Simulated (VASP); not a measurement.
# NaH (rocksalt type) (Fm-3m) in VASP: notebook, part 2 of 2

VASP 6.6.1. Earlier steps stand in the parts before.

## (3) Electric field gradients, PBE (volume scaled by 1.06)

Contents of INCAR:

```
SYSTEM = NaH
PREC = Accurate
ENCUT = 520
EDIFF = 1E-8
ISMEAR = -1
SIGMA = 0.08
LREAL = .False.
LASPH = .True.
NELM = 60
ALGO = Normal
ISIF = 2
LWAVE = .False.
LCHARG = .False.
GGA = PE
LEFG = .True.
NBANDS = 11
```

Contents of KPOINTS:

```
Automatic mesh
0
Gamma
  12 12 12
  0 0 0
```

Contents of POSCAR:

```
NaH
1.0
    0.0000000000      2.4629312762      2.4629312762
    2.4629312762      0.0000000000      2.4629312762
    2.4629312762      2.4629312762      0.0000000000
Na H
1 1
Direct
    0.0000000000      0.0000000000      0.0000000000
    0.5000000000      0.5000000000      0.5000000000
```

Potentials or basis: VASP PAW PBE potentials, release 64 (Na_pv, H).

Launch:

```
$ cat potpaw_PBE.64/Na_pv/POTCAR potpaw_PBE.64/H/POTCAR > POTCAR
$ mpirun -np 1 vasp_std > vasp.out
```

OUTCAR:

```text
SYSTEM = NaH
   PREC = Accurate
   ENCUT = 520
   EDIFF = 1E-8
   ISMEAR = -1
   LREAL = .False.
   LASPH = .True.
   NELM = 60
   ISIF = 2
   GGA = PE

 ion  position               nearest neighbor table
   1  0.000  0.000  0.000-
   2  0.500  0.500  0.500-

  LATTYP: Found a face centered cubic cell.
 ALAT       =     4.9258625524

  Lattice vectors:

 A1 = (   0.0000000000,   2.4629312762,   2.4629312762)
 A2 = (   2.4629312762,   0.0000000000,   2.4629312762)
 A3 = (   2.4629312762,   2.4629312762,   0.0000000000)

Analysis of symmetry for initial positions (statically):
=====================================================================
 Subroutine PRICEL returns:
 Original cell was already a primitive cell.

 Routine SETGRP: Setting up the symmetry group for a
 face centered cubic supercell.

 Subroutine GETGRP returns: Found 48 space group operations
 (whereof 48 operations were pure point group operations)
 out of a pool of 48 trial point group operations.

The static configuration has the point symmetry O_h .

Analysis of symmetry for dynamics (positions and initial velocities):
=====================================================================
 Subroutine PRICEL returns:
 Original cell was already a primitive cell.

 Routine SETGRP: Setting up the symmetry group for a
 face centered cubic supercell.

 Subroutine GETGRP returns: Found 48 space group operations
 (whereof 48 operations were pure point group operations)
 out of a pool of 48 trial point group operations.

The dynamic configuration has the point symmetry O_h .

 Subroutine INISYM returns: Found 48 space group operations
 (whereof 48 operations are pure point group operations),
 and found     1 'primitive' translations

----------------------------------------------------------------------------------------

                                     Primitive cell

  volume of cell :      29.8804

  direct lattice vectors                    reciprocal lattice vectors
     0.000000000  2.462931276  2.462931276    -0.203010131  0.203010131  0.203010131
     2.462931276  0.000000000  2.462931276     0.203010131 -0.203010131  0.203010131
     2.462931276  2.462931276  0.000000000     0.203010131  0.203010131 -0.203010131

  length of vectors
     3.483110814  3.483110814  3.483110814     0.351623861  0.351623861  0.351623861

  position of ions in fractional coordinates (direct lattice)
     0.000000000  0.000000000  0.000000000
     0.500000000  0.500000000  0.500000000

  ion indices of the primitive-cell ions
   primitive index   ion index
                 1           1
                 2           2

----------------------------------------------------------------------------------------

 KPOINTS: Automatic mesh

Automatic generation of k-mesh.
 Grid dimensions read from file:
 generate k-points for:   12   12   12

 Generating k-lattice:

[... 76 lines left out ...]
   ISMEAR =    -1;   SIGMA  =   0.08  broadening in eV -4-tet -1-fermi 0-gaus
   EFERMI_NEDOS =   21; number of points for ismear=-14 and -15
   IALGO  =     38    algorithm
   IMIX   =      4    mixing-type and parameters
     AMIX     =   0.40;   BMIX     =  1.00
     AMIX_MAG =   1.60;   BMIX_MAG =  1.00
  volume/ion in A,a.u.               =      14.94       100.82
  Fermi-wavevector in a.u.,A,eV,Ry     =   1.055138  1.993921 15.147582  1.113316
  Thomas-Fermi vector in A             =   2.190325
   LORBIT       =      0    0 simple, 1 ext, 2 COOP (PROOUT), +10 PAW based schemes
   GGA     = PE    functional components
   LHFCALC =     F    Hartree Fock is set to
   AEXX    =    0.0000 exact exchange contribution
   IVDW    =     0    specifies the selected vdW correction
   LEPSILON=     F    determine dielectric tensor
   LRPA    =     F    only Hartree local field effects (RPA)
 non-spin polarized calculation
  energy-cutoff  :      520.00
  volume of cell :       29.88
 maximum number of plane-waves:       821
 NGX is ok and might be reduce to    28
   NGX = 13   NGY = 13   NGZ = 13

 number of electron       8.0000007 magnetization

 Free energy of the ion-electron system (eV)
  ---------------------------------------------------
  ext. energy  EPLUGINS =         0.00000000
  ---------------------------------------------------
  free energy    TOTEN  =        -5.08137878 eV

  energy without entropy =       -5.08137878  energy(sigma->0) =       -5.08137878

 E-fermi :   0.4691     XC(G=0):  -7.5799

 val. band max:       -1.2893513761   @ k =  -0.2500   0.5000   0.2500
 cond. band min:       2.3765318581   @ k =   0.5000   0.0000   0.0000
 fundamental gap:      3.6658832342
 Fermi energy:         0.4690584411

 k-point     1 :       0.0000    0.0000    0.0000
  band No.  band energies     occupation
      1     -23.4954      2.00000
      2     -23.4954      2.00000
      3     -23.4954      2.00000
      4      -4.7478      2.00000
      5       8.6347      0.00000
      6      13.8910      0.00000
      7      13.8910      0.00000
      8      13.8910      0.00000
      9      14.6129      0.00000
     10      14.6129      0.00000
     11      14.6129      0.00000
[... 309 lines left out ...]
 k-point    24 :      -0.4167    0.1667    0.0000
  band No.  band energies     occupation
      1     -23.5641      2.00000
      2     -23.5181      2.00000
      3     -23.5075      2.00000
      4      -1.9262      2.00000
      5       2.8889      0.00000
      6       6.9472      0.00000
      7      10.9076      0.00000
      8      11.6531      0.00000
      9      15.1005      0.00000
     10      16.1376      0.00000
     11      19.6191      0.00000

 [... further k-points ...]

------------------------ aborting loop because EDIFF is reached ----------------------------------------

  FORCE on cell =-STRESS in cart. coord.  units (eV):
  Direction    XX          YY          ZZ          XY          YZ          ZX
  --------------------------------------------------------------------------------------
  -------------------------------------------------------------------------------------
  Total       -0.2321681     -0.2321681     -0.2321681     -0.0000000     -0.0000000     -0.0000000
  in kB      -12.4487653    -12.4487653    -12.4487653     -0.0000000     -0.0000000     -0.0000000
  external PRESSURE =     -12.4487653 kB  Pullay stress =       0.0000000 kB

 VOLUME and BASIS-vectors are now :
 -----------------------------------------------------------------------------
  energy-cutoff  :      520.00
  volume of cell :       29.88
      direct lattice vectors                 reciprocal lattice vectors
     0.000000000  2.462931276  2.462931276    -0.203010131  0.203010131  0.203010131
     2.462931276  0.000000000  2.462931276     0.203010131 -0.203010131  0.203010131
     2.462931276  2.462931276  0.000000000     0.203010131  0.203010131 -0.203010131

 POSITION                                       TOTAL-FORCE (eV/Angst)
 -----------------------------------------------------------------------------------
      0.00000      0.00000      0.00000        -0.000000      0.000000     -0.000000
      2.46293      2.46293      2.46293         0.000000     -0.000000      0.000000
 -----------------------------------------------------------------------------------
    total drift:                               -0.000000     -0.000000     -0.000000

  FREE ENERGIE OF THE ION-ELECTRON SYSTEM (eV)
  ---------------------------------------------------
  free  energy   TOTEN  =        -5.0813787841 eV

  energy  without entropy=       -5.0813787840  energy(sigma->0) =       -5.08137878

 Electric field gradients (V/A^2)
---------------------------------------------------------------------
 ion       V_xx      V_yy      V_zz      V_xy      V_xz      V_yz
---------------------------------------------------------------------
   1      -0.000     0.000    -0.000     0.002     0.002     0.002
   2      -0.000     0.000    -0.000     0.001     0.001     0.001
---------------------------------------------------------------------

 Electric field gradients after diagonalization (V/A^2)
 (convention: |V_zz| > |V_xx| > |V_yy|)
----------------------------------------------------------------------
 ion       V_xx      V_yy      V_zz     asymmetry (V_yy - V_xx)/ V_zz
----------------------------------------------------------------------
   1      -0.002    -0.002     0.004       0.000
   2      -0.001    -0.001     0.002       0.000
----------------------------------------------------------------------

           NMR quadrupolar parameters

 Cq : quadrupolar parameter    Cq=e*Q*V_zz/h
 eta: asymmetry parameters     (V_yy - V_xx)/ V_zz
 Q  : nuclear electric quadrupole moment in mb (millibarn)
----------------------------------------------------------------------
 ion       Cq(MHz)       eta       Q (mb)
----------------------------------------------------------------------
   1       0.000       0.000       1.000
   2       0.000       0.000       1.000
----------------------------------------------------------------------
```

Wall time 10 s (1 thread of Intel Xeon 6975P-C (Granite Rapids), shared host); peak memory 0.16 GiB.

What came out:

```yaml
Free_energy: -5.0814 eV
Pressure: -1.2 GPa
Band_gap_on_the_k_mesh: 3.67 eV, indirect (least direct gap 4.49 eV)
```

Caveat: without QUAD_EFG the Cq values of the log hold for a quadrupole moment of 1 mb, not for the nuclei.
